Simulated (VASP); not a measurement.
## W: single point with PBEsol+D4

The system is W.

```
W
1.0
     0.00000    2.03000    2.03000
     2.03000    0.00000    2.03000
     2.03000    2.03000    0.00000
W
1
Direct
  0.00000 0.00000 0.00000
```

```json
{
  "Program": "VASP 6.6.1",
  "Task": "single point",
  "Functional": "PBEsol",
  "Dispersion": "D4",
  "Potentials or basis": "VASP PAW PBE potentials, release 64 (W_sv)",
  "Cutoff": "520 eV",
  "k mesh": "13 × 13 × 13",
  "Occupations": "methfessel-paxton, width 0.2 eV",
  "Spin": "no spin polarisation"
}
```

```yaml
Pressure: -15.5 GPa
Band_gap_on_the_k_mesh: zero (band 7 reaches 12.73 eV, above the bottom of band 8 at 9.52 eV)
Dispersion_energy_per_atom: -0.400 eV
```

Levels at points of the mesh, in eV from the Fermi level:
| k point | band 4 | band 5 | band 6 | band 7 | band 8 | band 9 | band 10 | band 11 |
| --- | --- | --- | --- | --- | --- | --- | --- | --- |
| (0.00, 0.00, 0.00) | -37.31 | -8.89 | -0.53 | -0.53 | -0.53 | 2.50 | 2.50 | 12.81 |

It took 6.4 s on 1 thread of Intel(R) Xeon(R) 6975P-C (Granite Rapids) (shared host), peak memory 0.15 GiB.

Caveat: the PAW data sets were made with another functional, which shifts forces and pressure a little; spin-orbit coupling is left out, which moves the levels of the heavy elements; pairwise dispersion overbinds metals, which lowers pressure and volume.
